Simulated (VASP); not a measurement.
# CdSe (F-43m) in VASP: further runs

CdSe is run at these levels: LDA; tasks: single point.

All numbers are computed with VASP 6.6.1; they aren't measurements. Logs are shortened: lines on timing, memory, paths and dates and some standing lists are left out, and cuts for length are marked.

### Step 1. The cell of the first run

The structure is cubic, space group F-43m (No. 216). The conventional cell has a = 5.889 Å, b = 5.889 Å, c = 5.889 Å, α = 90.00°, β = 90.00°, γ = 90.00°. Cd (site symmetry -43m) has 4 Se at 2.55 Å within 3.4 Å. Within 3.4 Å of Se (site symmetry -43m) lie 4 Cd at 2.55 Å.

### Step 2. Single point, LDA

The input, INCAR:

```
SYSTEM = CdSe
  PREC = Accurate
  ENCUT = 520
  EDIFF = 1E-6
  ISMEAR = 0
  SIGMA = 0.01
  LREAL = .FALSE.
  LASPH = .TRUE.
  NELM = 80
  ALGO = Normal
  ISIF = 2
  LWAVE = .FALSE.
  LCHARG = .FALSE.
  GGA = CA
  NBANDS = 16
```

The input, KPOINTS:

```
regular mesh
0
G
  6 6 6
  0 0 0
```

The input, POSCAR:

```
CdSe
1.0
    2.9446773431      2.9446773431      0.0000000000
   -2.9446773431      2.9446773431      0.0000000000
    0.0000000000      2.9446773431      2.9446773431
Cd Se
1 1
Direct
    0.0000000000      0.0000000000      0.0000000000
    0.7500000000      0.2500000000      0.5000000000
```

Potentials or basis: VASP PAW LDA potentials, release 64 (Cd, Se).

On the command line:

```bash
> cat potpaw_LDA.64/Cd/POTCAR potpaw_LDA.64/Se/POTCAR > POTCAR
> mpirun -np 1 vasp_std > vasp.out
```

OUTCAR:

```text
SYSTEM = CdSe
   PREC = Accurate
   ENCUT = 520
   EDIFF = 1E-6
   ISMEAR = 0
   LREAL = .FALSE.
   LASPH = .TRUE.
   NELM = 80
   ISIF = 2
   GGA = CA

 ion  position               nearest neighbor table
   1  0.000  0.000  0.000-   2 2.55   2 2.55   2 2.55   2 2.55
   2  0.750  0.250  0.500-   1 2.55   1 2.55   1 2.55   1 2.55

  LATTYP: Found a face centered cubic cell.
 ALAT       =     5.8893546862

  Lattice vectors:

 A1 = (   0.0000000000,   2.9446773431,   2.9446773431)
 A2 = (   2.9446773431,   0.0000000000,   2.9446773431)
 A3 = (   2.9446773431,   2.9446773431,   0.0000000000)

Analysis of symmetry for initial positions (statically):
=====================================================================
 Subroutine PRICEL returns:
 Original cell was already a primitive cell.

 Routine SETGRP: Setting up the symmetry group for a
 face centered cubic supercell.

 Subroutine GETGRP returns: Found 24 space group operations
 (whereof 24 operations were pure point group operations)
 out of a pool of 48 trial point group operations.

The static configuration has the point symmetry T_d .

Analysis of symmetry for dynamics (positions and initial velocities):
=====================================================================
 Subroutine PRICEL returns:
 Original cell was already a primitive cell.

 Routine SETGRP: Setting up the symmetry group for a
 face centered cubic supercell.

 Subroutine GETGRP returns: Found 24 space group operations
 (whereof 24 operations were pure point group operations)
 out of a pool of 48 trial point group operations.

The dynamic configuration has the point symmetry T_d .

 Subroutine INISYM returns: Found 24 space group operations
 (whereof 24 operations are pure point group operations),
 and found     1 'primitive' translations

----------------------------------------------------------------------------------------

                                     Primitive cell

  volume of cell :      51.0673

  direct lattice vectors                    reciprocal lattice vectors
     2.944677343  2.944677343  0.000000000     0.169797890  0.169797890 -0.169797890
    -2.944677343  2.944677343  0.000000000    -0.169797890  0.169797890 -0.169797890
     0.000000000  2.944677343  2.944677343     0.000000000  0.000000000  0.339595780

  length of vectors
     4.164402635  4.164402635  4.164402635     0.294098573  0.294098573  0.339595780

[... 61 lines left out ...]
 SYSTEM =  CdSe
   PREC   = accura    normal or accurate (medium, high low for compatibility)
   ISTART =      0    job   : 0-new  1-cont  2-samecut
   ICHARG =      2    charge: 1-file 2-atom 10-const
   ISPIN  =      1    spin polarized calculation?
   LNONCOLLINEAR =      F non collinear calculations
   LSORBIT =      F    spin-orbit coupling
   LASPH  =      T    aspherical Exc in radial PAW
   ENCUT  =  520.0 eV  38.22 Ry    6.18 a.u.   7.74  7.74  7.74*2*pi/ulx,y,z
   NELM   =     80;   NELMIN=  2; NELMDL= -5     # of ELM steps
   EDIFF  = 0.1E-05   stopping-criterion for ELM
   LREAL  =      F    real-space projection
[... 7 lines left out ...]
   TEBEG  =    0.0;   TEEND  =   0.0 temperature during run
   PSTRESS=    0.0 pullay stress
   NELECT =      18.0000    total number of electrons
   NUPDOWN=      -1.0000    fix difference up-down
   EMIN   =  10.00;   EMAX   =-10.00  energy-range for DOS
   EFERMI =   0.00;   METHOD = LEGACY
   ISMEAR =     0;   SIGMA  =   0.01  broadening in eV -4-tet -1-fermi 0-gaus
   EFERMI_NEDOS =   21; number of points for ismear=-14 and -15
   IALGO  =     38    algorithm
   IMIX   =      4    mixing-type and parameters
     AMIX     =   0.40;   BMIX     =  1.00
     AMIX_MAG =   1.60;   BMIX_MAG =  1.00
  volume/ion in A,a.u.               =      25.53       172.31
  Fermi-wavevector in a.u.,A,eV,Ry     =   1.156426  2.185329 18.195367  1.337322
  Thomas-Fermi vector in A             =   2.293047
   LORBIT       =      0    0 simple, 1 ext, 2 COOP (PROOUT), +10 PAW based schemes
   GGA     = CA    functional components
   LHFCALC =     F    Hartree Fock is set to
   AEXX    =    0.0000 exact exchange contribution
   IVDW    =     0    specifies the selected vdW correction
   LEPSILON=     F    determine dielectric tensor
   LRPA    =     F    only Hartree local field effects (RPA)
 non-spin polarized calculation
 Gauss-broadening in eV      SIGMA  =   0.01
  energy-cutoff  :      520.00
  volume of cell :       51.07
 maximum number of plane-waves:      1384
   NGX = 15   NGY = 15   NGZ = 15

 number of electron      18.0000005 magnetization

 Free energy of the ion-electron system (eV)
  ---------------------------------------------------
  ext. energy  EPLUGINS =         0.00000000
  ---------------------------------------------------
  free energy    TOTEN  =        -6.70800382 eV

  energy without entropy =       -6.70800382  energy(sigma->0) =       -6.70800382

 E-fermi :   1.7532     XC(G=0):  -9.7237

 val. band max:        1.6629284874   @ k =   0.0000   0.0000   0.0000
 cond. band min:       2.2194120173   @ k =   0.0000   0.0000   0.0000
 fundamental gap:      0.5564835298
 Fermi energy:         1.7532167734

 k-point     1 :       0.0000    0.0000    0.0000
  band No.  band energies     occupation
      1     -11.5824      2.00000
      2      -6.6879      2.00000
      3      -6.6879      2.00000
      4      -6.6879      2.00000
      5      -6.1938      2.00000
      6      -6.1938      2.00000
[... 281 lines left out ...]
      3      -6.4127      2.00000
      4      -6.2818      2.00000
      5      -6.1598      2.00000
      6      -5.6046      2.00000
[... 8 lines left out ...]
     15      14.7282      0.00000
     16      14.9844      0.00000

------------------------ aborting loop because EDIFF is reached ----------------------------------------

  FORCE on cell =-STRESS in cart. coord.  units (eV):
  Direction    XX          YY          ZZ          XY          YZ          ZX
  --------------------------------------------------------------------------------------
  -------------------------------------------------------------------------------------
  Total        1.4796030      1.4796030      1.4796030      0.0000000     -0.0000000      0.0000000
  in kB       46.4208042     46.4208042     46.4208042      0.0000000     -0.0000000      0.0000000
  external PRESSURE =      46.4208042 kB  Pullay stress =       0.0000000 kB

 VOLUME and BASIS-vectors are now :
 -----------------------------------------------------------------------------
  energy-cutoff  :      520.00
  volume of cell :       51.07
      direct lattice vectors                 reciprocal lattice vectors
     2.944677343  2.944677343  0.000000000     0.169797890  0.169797890 -0.169797890
    -2.944677343  2.944677343  0.000000000    -0.169797890  0.169797890 -0.169797890
     0.000000000  2.944677343  2.944677343     0.000000000  0.000000000  0.339595780

 POSITION                                       TOTAL-FORCE (eV/Angst)
 -----------------------------------------------------------------------------------
      0.00000      0.00000      0.00000        -0.000000      0.000000      0.000000
      1.47234      4.41702      1.47234         0.000000     -0.000000      0.000000
 -----------------------------------------------------------------------------------
    total drift:                                0.000000     -0.000000      0.000000

  FREE ENERGIE OF THE ION-ELECTRON SYSTEM (eV)
  ---------------------------------------------------
  free  energy   TOTEN  =        -6.7080038248 eV

  energy  without entropy=       -6.7080038248  energy(sigma->0) =       -6.70800382
```

It took 6 s on 1 thread of Intel Xeon 6975P-C, shared host; peak memory 0.15 GiB.

What came out:

```yaml
Free_energy: -6.7080 eV
Pressure: 4.6 GPa
Band_gap_on_the_k_mesh: 0.56 eV, direct
```

### Step 3. Single point, LDA

The input, INCAR:

```
ALGO     = Normal         # electronic algorithm
EDIFF    = 1E-7           # SCF threshold, eV
ENCUT    = 520            # plane-wave cutoff, eV
ISIF     = 2              # what is computed and relaxed
ISMEAR   = 0              # smearing method
LASPH    = T              # aspherical terms in the spheres
LCHARG   = F              # write CHGCAR
LREAL    = F              # projectors in reciprocal space
LWAVE    = F              # write WAVECAR
NBANDS   = 16             # bands
NELM     = 80             # most SCF steps
PREC     = Accurate       # precision mode
SIGMA    = 0.01           # smearing width, eV
```

The input, KPOINTS:

```
k-points
0
Gamma
  6 6 6
```

POSCAR is that of step 2.

Potentials or basis: VASP PAW LDA potentials, release 64 (Cd, Se).

On the command line:

```bash
> cat potpaw_LDA.64/Cd/POTCAR potpaw_LDA.64/Se/POTCAR > POTCAR
> mpirun -np 1 vasp_std > vasp.out
```

OUTCAR:

```text
EDIFF = 1E-7
   ENCUT = 520
   ISIF = 2
   ISMEAR = 0
   LASPH = T
   LREAL = F
   NELM = 80
   PREC = Accurate

 ion  position               nearest neighbor table
   1  0.000  0.000  0.000-   2 2.55   2 2.55   2 2.55   2 2.55
   2  0.750  0.250  0.500-   1 2.55   1 2.55   1 2.55   1 2.55

  LATTYP: Found a face centered cubic cell.
 ALAT       =     5.8893546862

  Lattice vectors:

 A1 = (   0.0000000000,   2.9446773431,   2.9446773431)
 A2 = (   2.9446773431,   0.0000000000,   2.9446773431)
 A3 = (   2.9446773431,   2.9446773431,   0.0000000000)

Analysis of symmetry for initial positions (statically):
=====================================================================
 Subroutine PRICEL returns:
 Original cell was already a primitive cell.

 Routine SETGRP: Setting up the symmetry group for a
 face centered cubic supercell.

 Subroutine GETGRP returns: Found 24 space group operations
 (whereof 24 operations were pure point group operations)
 out of a pool of 48 trial point group operations.

The static configuration has the point symmetry T_d .

Analysis of symmetry for dynamics (positions and initial velocities):
=====================================================================
 Subroutine PRICEL returns:
 Original cell was already a primitive cell.

 Routine SETGRP: Setting up the symmetry group for a
 face centered cubic supercell.

 Subroutine GETGRP returns: Found 24 space group operations
 (whereof 24 operations were pure point group operations)
 out of a pool of 48 trial point group operations.

The dynamic configuration has the point symmetry T_d .

 Subroutine INISYM returns: Found 24 space group operations
 (whereof 24 operations are pure point group operations),
 and found     1 'primitive' translations

[... 99 lines left out ...]
   EFERMI =   0.00;   METHOD = LEGACY
   ISMEAR =     0;   SIGMA  =   0.01  broadening in eV -4-tet -1-fermi 0-gaus
   EFERMI_NEDOS =   21; number of points for ismear=-14 and -15
   IALGO  =     38    algorithm
   IMIX   =      4    mixing-type and parameters
     AMIX     =   0.40;   BMIX     =  1.00
     AMIX_MAG =   1.60;   BMIX_MAG =  1.00
  volume/ion in A,a.u.               =      25.53       172.31
  Fermi-wavevector in a.u.,A,eV,Ry     =   1.156426  2.185329 18.195367  1.337322
  Thomas-Fermi vector in A             =   2.293047
   LORBIT       =      0    0 simple, 1 ext, 2 COOP (PROOUT), +10 PAW based schemes
   GGA     = CA    functional components
   LHFCALC =     F    Hartree Fock is set to
   AEXX    =    0.0000 exact exchange contribution
   IVDW    =     0    specifies the selected vdW correction
   LEPSILON=     F    determine dielectric tensor
   LRPA    =     F    only Hartree local field effects (RPA)
 non-spin polarized calculation
 Gauss-broadening in eV      SIGMA  =   0.01
  energy-cutoff  :      520.00
  volume of cell :       51.07
 maximum number of plane-waves:      1384
   NGX = 15   NGY = 15   NGZ = 15

 number of electron      18.0000005 magnetization

 Free energy of the ion-electron system (eV)
  ---------------------------------------------------
  ext. energy  EPLUGINS =         0.00000000
  ---------------------------------------------------
  free energy    TOTEN  =        -6.70800386 eV

  energy without entropy =       -6.70800386  energy(sigma->0) =       -6.70800386

 E-fermi :   1.7533     XC(G=0):  -9.7237

 val. band max:        1.6628955780   @ k =   0.0000   0.0000   0.0000
 cond. band min:       2.2194750886   @ k =   0.0000   0.0000   0.0000
 fundamental gap:      0.5565795106
 Fermi energy:         1.7533095033

 k-point     1 :       0.0000    0.0000    0.0000
  band No.  band energies     occupation
      1     -11.5824      2.00000
      2      -6.6878      2.00000
      3      -6.6878      2.00000
      4      -6.6878      2.00000
      5      -6.1937      2.00000
      6      -6.1937      2.00000
[... 281 lines left out ...]
      3      -6.4126      2.00000
      4      -6.2817      2.00000
      5      -6.1596      2.00000
      6      -5.6045      2.00000
[... 8 lines left out ...]
     15      14.7283      0.00000
     16      14.9843      0.00000

------------------------ aborting loop because EDIFF is reached ----------------------------------------

  FORCE on cell =-STRESS in cart. coord.  units (eV):
  Direction    XX          YY          ZZ          XY          YZ          ZX
  --------------------------------------------------------------------------------------
  -------------------------------------------------------------------------------------
  Total        1.4780883      1.4780883      1.4780883      0.0000000      0.0000000     -0.0000000
  in kB       46.3732815     46.3732815     46.3732815      0.0000000      0.0000000     -0.0000000
  external PRESSURE =      46.3732815 kB  Pullay stress =       0.0000000 kB

 VOLUME and BASIS-vectors are now :
 -----------------------------------------------------------------------------
  energy-cutoff  :      520.00
  volume of cell :       51.07
      direct lattice vectors                 reciprocal lattice vectors
     2.944677343  2.944677343  0.000000000     0.169797890  0.169797890 -0.169797890
    -2.944677343  2.944677343  0.000000000    -0.169797890  0.169797890 -0.169797890
     0.000000000  2.944677343  2.944677343     0.000000000  0.000000000  0.339595780

 POSITION                                       TOTAL-FORCE (eV/Angst)
 -----------------------------------------------------------------------------------
      0.00000      0.00000      0.00000         0.000000     -0.000000      0.000000
      1.47234      4.41702      1.47234        -0.000000      0.000000      0.000000
 -----------------------------------------------------------------------------------
    total drift:                                0.000000      0.000000     -0.000000

  FREE ENERGIE OF THE ION-ELECTRON SYSTEM (eV)
  ---------------------------------------------------
  free  energy   TOTEN  =        -6.7080038627 eV

  energy  without entropy=       -6.7080038627  energy(sigma->0) =       -6.70800386
```

OSZICAR:

```text
N       E                     dE             d eps       ncg     rms          rms(c)
DAV:   1     0.112189660294E+03    0.11219E+03   -0.89375E+03   520   0.103E+03
DAV:   2    -0.290982742968E+01   -0.11510E+03   -0.10875E+03   608   0.255E+02
DAV:   3    -0.706558487924E+01   -0.41558E+01   -0.41493E+01   632   0.508E+01
DAV:   4    -0.708309668148E+01   -0.17512E-01   -0.17511E-01   616   0.324E+00
DAV:   5    -0.708320837635E+01   -0.11169E-03   -0.11169E-03   648   0.219E-01    0.777E+00
DAV:   6    -0.674101983634E+01    0.34219E+00   -0.50099E-01   760   0.977E+00    0.587E+00
DAV:   7    -0.671097550822E+01    0.30044E-01   -0.13835E-01   624   0.266E+00    0.231E+00
DAV:   8    -0.670832142438E+01    0.26541E-02   -0.15674E-02   560   0.161E+00    0.235E-01
DAV:   9    -0.670801444565E+01    0.30698E-03   -0.15227E-03   616   0.558E-01    0.489E-02
DAV:  10    -0.670800025984E+01    0.14186E-04   -0.11114E-04   624   0.146E-01    0.305E-02
DAV:  11    -0.670800409848E+01   -0.38386E-05   -0.14535E-05   632   0.334E-02    0.891E-03
DAV:  12    -0.670800382815E+01    0.27033E-06   -0.13587E-06   608   0.179E-02    0.434E-03
DAV:  13    -0.670800386274E+01   -0.34589E-07   -0.96795E-08   480   0.239E-03
   1 F= -.67080039E+01 E0= -.67080039E+01  d E =-.246507E-39
```

Run time: 5.9 s. Hardware: 1 thread of Intel Xeon 6975P-C, shared host; peak memory 0.15 GiB.

What came out:

```yaml
Free_energy: -6.7080 eV
Pressure: 4.6 GPa
Band_gap_on_the_k_mesh: 0.56 eV, direct
```

Expect the measured gap to be larger: semilocal functionals such as LDA lack the derivative discontinuity.

### Step 4. Single point, LDA

This run uses another cell than the first one, of 24.62 Å³/atom, 0.964 times its volume.

The input, INCAR:

```
SYSTEM = CdSe
PREC     = Accurate       ! precision mode
ENCUT    = 520            ! plane-wave cutoff, eV
EDIFF    = 1E-6           ! SCF threshold, eV
ISMEAR   = 0              ! smearing method
SIGMA    = 0.01           ! smearing width, eV
LREAL    = .FALSE.        ! projectors in reciprocal space
LASPH    = .TRUE.         ! aspherical terms in the spheres
NELM     = 80             ! most SCF steps
ALGO     = Normal         ! electronic algorithm
ISIF     = 2              ! what is computed and relaxed
LWAVE    = .FALSE.        ! write WAVECAR
LCHARG   = .FALSE.        ! write CHGCAR
NBANDS   = 16             ! bands
```

The input, KPOINTS:

```
Automatic mesh
0
G
  6 6 6
  0 0 0
```

The input, POSCAR:

```
CdSe
1.0
    2.9091434370      2.9091434370      0.0000000000
   -2.9091434370      2.9091434370      0.0000000000
    0.0000000000      2.9091434370      2.9091434370
Cd Se
1 1
Direct
    0.0000000000      0.0000000000      0.0000000000
    0.7500000000      0.2500000000      0.5000000000
```

On the command line:

```bash
> cat potpaw_LDA.64/Cd/POTCAR potpaw_LDA.64/Se/POTCAR > POTCAR
> mpirun -np 1 vasp_std > vasp.out
```

It took 5.8 s on 1 thread of Intel Xeon 6975P-C, shared host; peak memory 0.16 GiB.

The run converged. Its results:

- Free energy: -6.6379 eV
- Pressure: 7.8 GPa
- Band gap on the k mesh: 0.63 eV, direct

Levels at points of the mesh, in eV from the valence-band top:
| k point | band 6 | band 7 | band 8 | band 9 | band 10 | band 11 | band 12 | band 13 |
| --- | --- | --- | --- | --- | --- | --- | --- | --- |
| (0.00, 0.00, 0.00) | -7.99 | 0.00 | 0.00 | 0.00 | 0.63 | 5.76 | 5.76 | 5.76 |
| (0.50, 0.00, 0.00) | -7.58 | -5.35 | -0.98 | -0.98 | 2.34 | 6.31 | 6.31 | 7.51 |
| (0.50, 0.50, 0.00) | -7.50 | -4.82 | -2.40 | -2.40 | 2.66 | 3.67 | 9.58 | 10.83 |

LDA gaps usually lie below the measured ones, often by a third to a half.

(Part 1 of 3 ends here.)
